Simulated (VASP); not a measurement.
# Ga8AsP6 (a cell with a defect) in VASP: a series of runs, part 2 of 2

VASP 6.6.1.

## 3. Single point, PBE

File INCAR:

```
SYSTEM = Ga8AsP6
  PREC = Accurate
  ENCUT = 520
  EDIFF = 1E-7
  ISMEAR = 0
  SIGMA = 0.02
  LREAL = Auto
  LASPH = .True.
  NELM = 100
  ALGO = Normal
  ISIF = 2
  LWAVE = .False.
  LCHARG = .False.
  GGA = PE
  NBANDS = 82
```

File KPOINTS:

```
Automatic mesh
0
Gamma
  2 2 2
  0 0 0
```

File POSCAR:

```
Ga8AsP6
1.0
   -5.5051169764      5.5051169764      0.0000000000
   -5.5051169764      0.0000000000      5.5051169764
    0.0000000000      5.5051169764      5.5051169764
Ga As P
8 1 6
Direct
    0.9718404755      0.9647799534      0.4576641170
    0.4273457785      1.0523924423      0.5517431352
    0.9861636044      0.5152250192      0.4944280043
    0.9882030706      0.9915906462      0.0371411726
    0.5341366973      0.4889761674      0.5086089927
    0.5450189365      1.0046158917     -0.0113323659
    1.0088009072      0.5010106074     -0.0070183795
    0.5074813146      0.5082518704      0.0031071093
    0.5666280141      0.8399212078      0.3474034263
    0.9112473035      0.3384542069      0.3655202984
    0.9207888809      0.8721083531      0.8344777268
    0.3676663019      0.4112764560      0.3805435941
    0.3725892672      0.8839417075      0.9090485309
    0.8785070364      0.3759024575      0.8734619120
    0.3885824787      0.3765527615      0.8802027315
```

Potentials or basis: VASP PAW PBE potentials, release 64 (Ga_d, As, P).

Run with:

```sh
cat potpaw_PBE.64/Ga_d/POTCAR potpaw_PBE.64/As/POTCAR potpaw_PBE.64/P/POTCAR > POTCAR
mpirun -np 1 vasp_std > vasp.out
```

OUTCAR:

```text
SYSTEM = Ga8AsP6
   PREC = Accurate
   ENCUT = 520
   EDIFF = 1E-7
   ISMEAR = 0
   LREAL = Auto
   LASPH = .True.
   NELM = 100
   ISIF = 2
   GGA = PE

 ion  position               nearest neighbor table
   1  0.972  0.965  0.458-  10 2.47  11 2.51
   2  0.427  0.052  0.552-  13 2.32  12 2.32   9 2.36
   3  0.986  0.515  0.494-  14 2.41  12 2.44  10 2.45
   4  0.988  0.992  0.037-  13 2.45  14 2.45  11 2.53
   5  0.534  0.489  0.509-  15 2.37  12 2.39  10 2.41   9 2.46
   6  0.545  0.005  0.989-  15 2.37  13 2.40  11 2.40   9 2.48
   7  0.009  0.501  0.993-  11 2.37  10 2.38  14 2.38  15 2.42
   8  0.507  0.508  0.003-  14 2.36  15 2.37  13 2.40  12 2.41
   9  0.567  0.840  0.347-   2 2.36   5 2.46   6 2.48
  10  0.911  0.338  0.366-   7 2.38   5 2.41   3 2.45   1 2.47
  11  0.921  0.872  0.834-   7 2.37   6 2.40   1 2.51   4 2.53
  12  0.368  0.411  0.381-   2 2.32   5 2.39   8 2.41   3 2.44
  13  0.373  0.884  0.909-   2 2.32   6 2.40   8 2.40   4 2.45
  14  0.879  0.376  0.873-   8 2.36   7 2.38   3 2.41   4 2.45
  15  0.389  0.377  0.880-   5 2.37   6 2.37   8 2.37   7 2.42

  LATTYP: Found a face centered cubic cell.
 ALAT       =    11.0102339528

  Lattice vectors:

 A1 = (  -5.5051169764,   5.5051169764,   0.0000000000)
 A2 = (  -5.5051169764,   0.0000000000,   5.5051169764)
 A3 = (   0.0000000000,   5.5051169764,   5.5051169764)

Analysis of symmetry for initial positions (statically):
=====================================================================
 Subroutine PRICEL returns:
 Original cell was already a primitive cell.

 Routine SETGRP: Setting up the symmetry group for a
 face centered cubic supercell.

 Subroutine GETGRP returns: Found  1 space group operations
 (whereof  1 operations were pure point group operations)
 out of a pool of 48 trial point group operations.

[... 154 lines left out ...]
 non-spin polarized calculation
 Gauss-broadening in eV      SIGMA  =   0.02
  energy-cutoff  :      520.00
  volume of cell :      333.68
 maximum number of plane-waves:      9089
 NGX is ok and might be reduce to    60
   NGX = 29   NGY = 29   NGZ = 29

 number of electron     139.0000001 magnetization

 Free energy of the ion-electron system (eV)
  ---------------------------------------------------
  ext. energy  EPLUGINS =         0.00000000
  ---------------------------------------------------
  free energy    TOTEN  =       -62.58141273 eV

  energy without entropy =      -62.58141273  energy(sigma->0) =      -62.58141273

 E-fermi :   4.3304     XC(G=0):  -9.5260

 val. band max:        4.2311947214   @ k =   0.5000   0.0000   0.5000
 cond. band min:       4.4189998384   @ k =   0.5000   0.5000   0.0000
 fundamental gap:      0.1878051170
 Fermi energy:         4.3304086088

 k-point     1 :       0.0000    0.0000    0.0000
  band No.  band energies     occupation
      1     -11.0153      2.00000
      2     -10.9482      2.00000
      3     -10.9415      2.00000
      4     -10.9090      2.00000
      5     -10.8914      2.00000
      6     -10.8387      2.00000
[... 661 lines left out ...]
     80       7.9224      0.00000
     81       8.0017      0.00000
 [bands above 81 left out]

------------------------ aborting loop because EDIFF is reached ----------------------------------------

  FORCE on cell =-STRESS in cart. coord.  units (eV):
  Direction    XX          YY          ZZ          XY          YZ          ZX
  --------------------------------------------------------------------------------------
  -------------------------------------------------------------------------------------
  Total       -1.0852628     -3.3045725     -0.4032972      0.3574138     -2.1160420      0.8538685
  in kB       -5.2109373    -15.8670511     -1.9364492      1.7161382    -10.1602690      4.0998875
  external PRESSURE =      -7.6714792 kB  Pullay stress =       0.0000000 kB

 VOLUME and BASIS-vectors are now :
 -----------------------------------------------------------------------------
  energy-cutoff  :      520.00
  volume of cell :      333.68
      direct lattice vectors                 reciprocal lattice vectors
    -5.505116976  5.505116976  0.000000000    -0.090824591  0.090824591 -0.090824591
    -5.505116976  0.000000000  5.505116976    -0.090824591 -0.090824591  0.090824591
     0.000000000  5.505116976  5.505116976     0.090824591  0.090824591  0.090824591

 POSITION                                       TOTAL-FORCE (eV/Angst)
 -----------------------------------------------------------------------------------
    -10.66132      7.86959      7.83072         0.029032     -0.032496     -0.003261
     -2.64102      5.39000      3.32584         0.003681     -0.003788      0.020675
     -8.26532      8.15083      5.55826        -0.011193      0.001552      0.004778
    -10.89900      5.64464      5.66329         0.000529      0.021920      0.013529
     -5.63236      5.74044      5.49182         0.014848      0.016254     -0.009802
     -3.02580      8.44312      5.46814        -0.019166     -0.008893     -0.012868
     -2.80657      5.51493      8.22460        -0.002761     -0.002638      0.008545
     -5.59173      2.81085      2.81509        -0.009202      0.003814     -0.007717
     -7.74322      5.03185      6.53636         0.040741     -0.031420     -0.002439
     -6.87975      7.02876      3.87546        -0.008840      0.002475      0.006011
     -9.87011      9.66295      9.39496        -0.011763      0.010663      0.003498
     -4.28817      4.11898      4.35906        -0.002607      0.008472     -0.008836
     -6.91735      7.05557      9.87062        -0.013653      0.005468     -0.010154
     -6.90567      9.64479      6.87790        -0.006652      0.004078     -0.000539
     -4.21216      6.98481      6.91859        -0.002994      0.004537     -0.001420
 -----------------------------------------------------------------------------------
    total drift:                                0.007867      0.000780     -0.007435

  FREE ENERGIE OF THE ION-ELECTRON SYSTEM (eV)
  ---------------------------------------------------
  free  energy   TOTEN  =       -62.5814127275 eV

  energy  without entropy=      -62.5814127275  energy(sigma->0) =      -62.58141273
```

OSZICAR:

```text
N       E                     dE             d eps       ncg     rms          rms(c)
DAV:   1     0.147463928205E+04    0.14746E+04   -0.59819E+04  1424   0.249E+03
DAV:   2     0.263037910359E+03   -0.12116E+04   -0.11760E+04  1320   0.711E+02
DAV:   3    -0.372805472244E+02   -0.30032E+03   -0.28702E+03  1638   0.223E+02
DAV:   4    -0.627930160887E+02   -0.25512E+02   -0.25000E+02  1484   0.645E+01
DAV:   5    -0.646378464945E+02   -0.18448E+01   -0.18381E+01  1944   0.175E+01    0.106E+01
DAV:   6    -0.627024370904E+02    0.19354E+01   -0.45219E+00  1840   0.153E+01    0.622E+00
DAV:   7    -0.625777531239E+02    0.12468E+00   -0.19673E+00  1504   0.533E+00    0.265E+00
DAV:   8    -0.625792348516E+02   -0.14817E-02   -0.37858E-01  1616   0.660E+00    0.567E-01
DAV:   9    -0.625792913212E+02   -0.56470E-04   -0.54209E-02  1544   0.362E+00    0.201E-01
DAV:  10    -0.625805793559E+02   -0.12880E-02   -0.18995E-02  1792   0.121E+00    0.170E-01
DAV:  11    -0.625811258974E+02   -0.54654E-03   -0.47104E-03  1496   0.703E-01    0.793E-02
DAV:  12    -0.625813278313E+02   -0.20193E-03   -0.90348E-04  1496   0.551E-01    0.217E-02
DAV:  13    -0.625813835269E+02   -0.55696E-04   -0.51481E-04  1568   0.264E-01    0.146E-02
DAV:  14    -0.625814046137E+02   -0.21087E-04   -0.18958E-04  1632   0.120E-01    0.107E-02
DAV:  15    -0.625814098373E+02   -0.52236E-05   -0.43194E-05  1592   0.829E-02    0.417E-03
DAV:  16    -0.625814114624E+02   -0.16251E-05   -0.16274E-05  1432   0.536E-02    0.166E-03
DAV:  17    -0.625814127050E+02   -0.12426E-05   -0.12136E-05  2040   0.211E-02    0.108E-03
DAV:  18    -0.625814127275E+02   -0.22454E-07   -0.66188E-07  1200   0.757E-03
   1 F= -.62581413E+02 E0= -.62581413E+02  d E =-.427582E-11
```

It took 7.5 min on 1 thread of AMD EPYC 7R13 (Zen 3), shared host; peak memory 0.53 GiB.

What came out:

```yaml
Free_energy: -62.5814 eV
Pressure: -0.8 GPa
Largest_force: 0.052 eV/Å
Band_gap_on_the_k_mesh: zero (an odd number of electrons rules out a gap without spin polarisation)
```

Forces on the atoms (eV/Å):
```
Ga   0.029 -0.032 -0.003
Ga   0.004 -0.004  0.021
Ga  -0.011  0.002  0.005
Ga   0.001  0.022  0.014
Ga   0.015  0.016 -0.010
Ga  -0.019 -0.009 -0.013
Ga  -0.003 -0.003  0.009
Ga  -0.009  0.004 -0.008
As   0.041 -0.031 -0.002
P   -0.009  0.002  0.006
P   -0.012  0.011  0.003
P   -0.003  0.008 -0.009
P   -0.014  0.005 -0.010
P   -0.007  0.004 -0.001
P   -0.003  0.005 -0.001
```

Stress tensor (GPa, compression positive):
```
-0.52  0.17  0.41
 0.17 -1.59 -1.02
 0.41 -1.02 -0.19
```

Levels at points of the mesh, in eV from the Fermi level:
| k point | band 66 | band 67 | band 68 | band 69 | band 70 | band 71 | band 72 | band 73 |
| --- | --- | --- | --- | --- | --- | --- | --- | --- |
| (0.00, 0.00, 0.00) | -1.22 | -0.92 | -0.81 | -0.73 | 0.86 | 0.91 | 0.95 | 1.04 |
| (0.50, 0.00, 0.00) | -1.59 | -1.46 | -1.08 | -0.85 | 0.70 | 0.84 | 1.24 | 1.46 |
| (0.00, 0.50, 0.00) | -1.51 | -1.37 | -1.14 | -0.98 | -0.58 | 1.10 | 1.42 | 1.56 |
| (0.00, 0.00, 0.50) | -1.59 | -1.35 | -1.11 | -0.90 | -0.71 | 1.13 | 1.43 | 1.52 |
| (0.50, 0.50, 0.50) | -1.84 | -1.72 | -1.34 | -0.86 | 0.19 | 1.09 | 1.20 | 1.58 |
| (0.50, 0.50, 0.00) | -1.81 | -1.67 | -1.37 | -0.98 | 0.09 | 0.89 | 1.13 | 1.78 |
| (0.00, 0.50, 0.50) | -1.82 | -1.67 | -1.61 | -1.05 | -0.92 | 0.91 | 1.05 | 1.74 |
| (0.50, 0.00, 0.50) | -1.83 | -1.63 | -1.39 | -0.86 | -0.10 | 0.84 | 1.19 | 1.83 |

Caveat: the k points lie up to 0.49 Å⁻¹ apart, too coarse for converged energies and pressures of a metal.
